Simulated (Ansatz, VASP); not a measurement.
# One calculation of I, two programs

The input INCAR:

```
SYSTEM = I
  ALGO = Normal
  EDIFF = 1E-7
  ENCUT = 520
  GGA = PE
  ISIF = 2
  ISMEAR = -1
  LASPH = .True.
  LCHARG = .True.
  LELF = .True.
  LREAL = .False.
  LVHAR = .True.
  LWAVE = .False.
  NBANDS = 10
  NELM = 60
  PREC = Accurate
  SIGMA = 0.08
```

KPOINTS

```
k-points
0
Gamma
  14 14 14
  0 0 0
```

The input POSCAR:

```
I
1.0
    0.0000000000      2.5479550714      2.5479550714
    2.5479550714      0.0000000000      2.5479550714
    2.5479550714      2.5479550714      0.0000000000
I
1
Direct
    0.0000000000      0.0000000000      0.0000000000
```

Input for Ansatz:

```yaml
crystal:
  lattice:
    - [0.0, 2.5479550714, 2.5479550714]
    - [2.5479550714, 0.0, 2.5479550714]
    - [2.5479550714, 2.5479550714, 0.0]
  atoms:
    - { symbol: I, position: [0.0, 0.0, 0.0] }
kpoints:
  mp_grid: { grid: [14, 14, 14] }
scf:
  occupations: { method: fermi_dirac, width: 0.08 }
hamiltonian:
  xc: pbe
  pseudopotentials: { kind: all_electron, lapw: { basis_error: 0.001 } }
output:
  forces: true
  stress: true
  eigenvalues: true
```

Change from the starting cell: volume scaled by 0.9405.

Alike in both runs: task single point; functional PBE; k mesh 14 × 14 × 14; occupations fermi-dirac, width 0.08 eV; no spin polarisation.

|  | VASP | Ansatz |
| --- | --- | --- |
| version | VASP 6.6.1 | Ansatz 0.2.0 |
| potentials or method | VASP PAW PBE potentials, release 64 (I), cutoff 520 eV | all-electron LAPW, scalar-relativistic |

|  | VASP | Ansatz | Ansatz less VASP |
| --- | --- | --- | --- |
| pressure (GPa) | 1.7 | 1.7 | +0.04 |

Ansatz ran all-electron here, and VASP with PAW potentials.

Spin-orbit coupling is off throughout.
